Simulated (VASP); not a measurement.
Crystal: SnTe.

```
Sn Te
1.0
     0.00000    3.61115    3.61115
     3.61115    0.00000    3.61115
     3.61115    3.61115    0.00000
Sn Te
1 1
Cartesian
  0.0000 0.0000 0.0000
  5.4167 5.4167 5.4167
```

Base run:

```yaml
Program: VASP 6.6.1
Functional: PBE
Potentials_or_basis: VASP PAW PBE potentials, release 64 (Sn_d, Te)
Cutoff: 500 eV
k_mesh: 4 × 4 × 4
Occupations: gaussian, width 0.1 eV
Spin: no spin polarisation
```

Its results: band gap on the k mesh 0.10 eV, indirect (least direct gap 0.80 eV); pressure -0.3 GPa.

Problem. The run is repeated on the same cell with these changes: functional from PBE to BLYP. What comes out?

Solution. Band gap on the k mesh 0.15 eV, indirect (least direct gap 0.82 eV); pressure 1.4 GPa.

BLYP binds less tightly than PBE, so the same cell stands under more pressure.

Caveats: spin-orbit coupling is left out, which moves the levels of the heavy elements; the PAW data sets were made with another functional, which shifts forces and pressure a little (some runs).

A k mesh can miss the band edges.
